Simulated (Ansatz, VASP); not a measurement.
Two plane-wave programs on AlRu

File INCAR:

```
SYSTEM = AlRu
ALGO = Normal
EDIFF = 1E-6
ENCUT = 500
GGA = PE
GGA_COMPAT = .False.
ISIF = 2
ISMEAR = -1
LASPH = .True.
LCHARG = .True.
LDAU = .True.
LDAUJ = 0 0.51
LDAUL = -1 2
LDAUPRINT = 1
LDAUTYPE = 1
LDAUU = 0 6.1
LELF = .True.
LMAXMIX = 4
LREAL = .False.
LVHAR = .True.
LWAVE = .False.
NBANDS = 16
NELM = 200
PREC = Accurate
SIGMA = 0.1
```

Contents of KPOINTS:

```
k-points
0
Gamma
  6 6 6
  0 0 0
```

File POSCAR:

```
AlRu
1.0
    2.9824954400      0.0000000000      0.0000000000
    0.0000000000      2.9824954400      0.0000000000
    0.0000000000      0.0000000000      2.9824954400
Al Ru
1 1
Direct
    0.0000000000      0.0000000000      0.0000000000
    0.5000000000      0.5000000000      0.5000000000
```

Input for Ansatz:

```yaml
crystal:
  lattice:
    - [2.98249544, 0.0, 0.0]
    - [0.0, 2.98249544, 0.0]
    - [0.0, 0.0, 2.98249544]
  atoms:
    - { symbol: Al, position: [0.0, 0.0, 0.0] }
    - { symbol: Ru, position: [0.5, 0.5, 0.5] }
basis: {}
kpoints:
  mp_grid: { grid: [6, 6, 6] }
hamiltonian:
  xc: pbe
  hubbard: { sites: [{ species: Ru, l: d, u: 6.1, j: 0.51 }] }
scf:
  occupations: { method: fermi_dirac }
output:
  forces: true
  stress: true
  eigenvalues: true
```

Alike in both runs: task single point; functional PBE; k mesh 6 × 6 × 6; no spin polarisation; Hubbard terms Ru d U = 6.1 eV, J = 0.51 eV.

|  | VASP | Ansatz |
| --- | --- | --- |
| version | VASP 6.6.1 | Ansatz 0.2.0 |
| potentials or method | VASP PAW PBE potentials, release 64 (Al, Ru_pv) | scalar-relativistic, plane waves, PAW |
| plane-wave cutoff (eV) | 500 | 420 |
| occupations | fermi-dirac, width 0.1 eV | fermi-dirac |
| valence electrons in the cell | 17 | 19 |

Ansatz gave:

```
gap on the k mesh at the Fermi level (eV) : none
pressure (GPa)                            : 1.8
```

Question: Estimate VASP's values.

Answer: gap on the k mesh at the Fermi level (eV): none; pressure (GPa): 1.3.

The programs project onto different local orbitals, so the same U acts differently, and such runs can settle in different states. A gap of «none» marks a metal or a gap that the smearing closes. VASP's potentials hold 17 valence electrons a cell and Ansatz's 19, so a difference there can come from the potentials and not from the codes. Ansatz's warnings: filled band counts differ across k points.
